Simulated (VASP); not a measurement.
# In (I4/mmm) in VASP: a series of runs, part 2 of 2

VASP 6.6.1.

### Step 3. Relaxation of shape and atoms at fixed volume, PBE (volume scaled by 1.06)

Contents of INCAR:

```
ALGO     = Fast           # electronic algorithm
EDIFF    = 1E-7           # SCF threshold, eV
EDIFFG   = -0.01          # ionic threshold
ENCUT    = 600            # plane-wave cutoff, eV
GGA      = PE             # functional
IBRION   = 2              # ionic algorithm
ISIF     = 4              # what is computed and relaxed
ISMEAR   = 0              # smearing method
LASPH    = True           # aspherical terms in the spheres
LCHARG   = False          # write CHGCAR
LREAL    = False          # projectors in reciprocal space
LWAVE    = False          # write WAVECAR
NELM     = 80             # most SCF steps
NSW      = 50             # ionic steps
PREC     = Accurate       # precision mode
SIGMA    = 0.1            # smearing width, eV
```

Contents of KPOINTS:

```
k-points
0
Gamma
  18 18 18
```

Contents of POSCAR:

```
In
1.0
   -1.7283428670      1.7283428670      2.4391691891
    1.7283428670     -1.7283428670      2.4391691891
    1.7283428670      1.7283428670     -2.4391691891
In
1
Direct
    0.0000000000      0.0000000000      0.0000000000
```

Potentials or basis: VASP PAW PBE potentials, release 64 (In_d).

Started as:

```sh
$ cat potpaw_PBE.64/In_d/POTCAR > POTCAR
$ mpirun -np 1 vasp_std > vasp.out
```

OUTCAR:

```text
EDIFF = 1E-7
   EDIFFG = -0.01
   ENCUT = 600
   GGA = PE
   IBRION = 2
   ISIF = 4
   ISMEAR = 0
   LASPH = True
   LREAL = False
   NELM = 80
   NSW = 50
   PREC = Accurate

 ion  position               nearest neighbor table
   1  0.000  0.000  0.000-

  LATTYP: Found a body centered tetragonal cell.
 ALAT       =     3.4566857340
 C/A-ratio  =     1.4112762205

  Lattice vectors:

 A1 = (  -1.7283428670,   1.7283428670,   2.4391691891)
 A2 = (   1.7283428670,  -1.7283428670,   2.4391691891)
 A3 = (   1.7283428670,   1.7283428670,  -2.4391691891)

Analysis of symmetry for initial positions (statically):
=====================================================================
 Subroutine PRICEL returns:
 Original cell was already a primitive cell.

 Routine SETGRP: Setting up the symmetry group for a
 body centered tetragonal supercell.

 Subroutine GETGRP returns: Found 16 space group operations
 (whereof 16 operations were pure point group operations)
 out of a pool of 16 trial point group operations.

The static configuration has the point symmetry D_4h.

Analysis of symmetry for dynamics (positions and initial velocities):
=====================================================================
 Subroutine PRICEL returns:
[... 162 lines left out ...]
 Fermi energy:         6.3530862147

 k-point     1 :       0.0000    0.0000    0.0000
  band No.  band energies     occupation
      1      -8.1835      2.00000
      2      -8.1835      2.00000
      3      -8.1815      2.00000
      4      -8.0576      2.00000
      5      -8.0553      2.00000
      6      -2.4754      2.00000
      7      15.9727      0.00000
      8      15.9772      0.00000
      9      15.9772      0.00000
     10      17.6390      0.00000
[... 287 lines left out ...]
 k-point    24 :      -0.2222    0.0556   -0.0000
  band No.  band energies     occupation
      1      -8.1957      2.00000
      2      -8.1483      2.00000
      3      -8.1433      2.00000
      4      -8.0610      2.00000
      5      -8.0292      2.00000
      6      -1.5807      2.00000
      7      10.6692      0.00000
      8      14.2650      0.00000
      9      15.0760      0.00000
     10      17.3030      0.00000

 [... further k-points ...]
[... 5 lines left out ...]
  --------------------------------------------------------------------------------------
  -------------------------------------------------------------------------------------
  Total       -0.3387814     -0.3387814     -0.3334824      0.0000000      0.0000000      0.0000000
  in kB      -18.6238056    -18.6238056    -18.3325040      0.0000000      0.0000000      0.0000000
  external PRESSURE =     -18.5267051 kB  Pullay stress =       0.0000000 kB

 VOLUME and BASIS-vectors are now :
 -----------------------------------------------------------------------------
  energy-cutoff  :      600.00
  volume of cell :       29.14
      direct lattice vectors                 reciprocal lattice vectors
    -1.728342867  1.728342867  2.439169189     0.000000000  0.289294451  0.204987830
     1.728342867 -1.728342867  2.439169189     0.289294451  0.000000000  0.204987830
     1.728342867  1.728342867 -2.439169189     0.289294451  0.289294451  0.000000000

 POSITION                                       TOTAL-FORCE (eV/Angst)
 -----------------------------------------------------------------------------------
      0.00000      0.00000      0.00000         0.000000     -0.000000      0.000000
 -----------------------------------------------------------------------------------
    total drift:                               -0.000000     -0.000000     -0.000000

  FREE ENERGIE OF THE ION-ELECTRON SYSTEM (eV)
  ---------------------------------------------------
  free  energy   TOTEN  =        -2.5526098415 eV

  energy  without entropy=       -2.5502100282  energy(sigma->0) =       -2.55140993

 reached required accuracy - stopping structural energy minimisation
```

CONTCAR:

```text
In
   1.00000000000000
    -1.7283428670000001    1.7283428670000001    2.4391691890999998
     1.7283428670000001   -1.7283428670000001    2.4391691890999998
     1.7283428670000001    1.7283428670000001   -2.4391691890999998
  In
     1
Direct
     0.0000000000000000    0.0000000000000000    0.0000000000000000

  0.00000000E+00  0.00000000E+00  0.00000000E+00
```

Run time: 2 min. Hardware: 1 thread of Intel Xeon Platinum 8559C (Emerald Rapids), shared host; peak memory 0.29 GiB.

Results:

```
Free energy             : -2.5526 eV
Pressure after relaxing : -1.9 GPa
```

Final structure:
```yaml
crystal:
  lattice:
    - [-1.72834, 1.72834, 2.43917]
    - [1.72834, -1.72834, 2.43917]
    - [1.72834, 1.72834, -2.43917]
  atoms:
    - { symbol: In, position: [0.00000, 0.00000, 0.00000] }
```

Caveat: the relaxation stopped at its first step, so nothing moved; spin-orbit coupling is left out, which moves the levels of the heavy elements.

### Step 4. Relaxation of shape and atoms at fixed volume, PBE (volume scaled by 1.10)

Contents of INCAR:

```
ALGO     = Fast           # electronic algorithm
EDIFF    = 1E-6           # SCF threshold, eV
EDIFFG   = -0.01          # ionic threshold
ENCUT    = 600            # plane-wave cutoff, eV
GGA      = PE             # functional
IBRION   = 2              # ionic algorithm
ISIF     = 4              # what is computed and relaxed
ISMEAR   = 0              # smearing method
LASPH    = T              # aspherical terms in the spheres
LCHARG   = F              # write CHGCAR
LREAL    = F              # projectors in reciprocal space
LWAVE    = F              # write WAVECAR
NELM     = 60             # most SCF steps
NSW      = 50             # ionic steps
PREC     = Accurate       # precision mode
SIGMA    = 0.1            # smearing width, eV
```

KPOINTS is that of step 3.

Contents of POSCAR:

```
In
1.0
   -1.7498151603      1.7498151603      2.4694725260
    1.7498151603     -1.7498151603      2.4694725260
    1.7498151603      1.7498151603     -2.4694725260
In
1
Direct
    0.0000000000      0.0000000000      0.0000000000
```

Started as:

```sh
$ cat potpaw_PBE.64/In_d/POTCAR > POTCAR
$ mpirun -np 1 vasp_std > vasp.out
```

Run time: 2.1 min. Hardware: 1 thread of Intel Xeon Platinum 8559C (Emerald Rapids), shared host; peak memory 0.3 GiB.

The run converged. Its results:

```yaml
Free_energy: -2.5371 eV
Pressure_after_relaxing: -2.7 GPa
```

Final structure:
```yaml
crystal:
  lattice:
    - [-1.74982, 1.74982, 2.46947]
    - [1.74982, -1.74982, 2.46947]
    - [1.74982, 1.74982, -2.46947]
  atoms:
    - { symbol: In, position: [0.00000, 0.00000, 0.00000] }
```

Levels at points of the mesh, in eV from the Fermi level:
```tsv
k point	band 2	band 3	band 4	band 5	band 6	band 7	band 8	band 9	band 10
(0.00, 0.00, 0.00)	-14.52	-14.51	-14.40	-14.40	-8.60	9.30	9.31	9.31	11.20
(0.50, 0.00, 0.00)	-14.51	-14.51	-14.30	-14.29	-4.24	-2.78	7.43	7.47	10.54
(0.50, 0.50, 0.00)	-14.59	-14.30	-14.27	-14.27	-2.38	-1.77	3.73	3.75	6.68
(0.50, 0.50, 0.50)	-14.59	-14.30	-14.27	-14.27	-2.34	-1.76	3.72	3.72	6.66
```

Caveat: the relaxation stopped at its first step, so nothing moved; spin-orbit coupling is left out, which moves the levels of the heavy elements.

### Step 5. Summary

| task | cell | cutoff (eV) | gap on the mesh (eV) | pressure (GPa) |
| --- | --- | --- | --- | --- |
| single point | a = 3.387 Å, angles 119.9, 119.9, 90.1°, 1 atom | 520 | none | -0.1 |
| relaxation of shape and atoms at fixed volume | relaxed from a = 3.453 Å, angles 119.9, 119.9, 90.1°, 1 atom | 600 | none | -1.9 |
| relaxation of shape and atoms at fixed volume | relaxed from a = 3.496 Å, angles 119.9, 119.9, 90.1°, 1 atom | 600 | none | -2.7 |

Alike in all rows: level PBE; potentials or basis VASP PAW PBE potentials, release 64 (In_d); no spin polarisation; k mesh 18 × 18 × 18; smearing gaussian 0.1 eV.

Caveats: spin-orbit coupling is left out, which moves the levels of the heavy elements; the relaxation stopped at its first step, so nothing moved (some runs).

Total energies depend on the potentials used, so only differences within one code and one set of settings carry meaning.
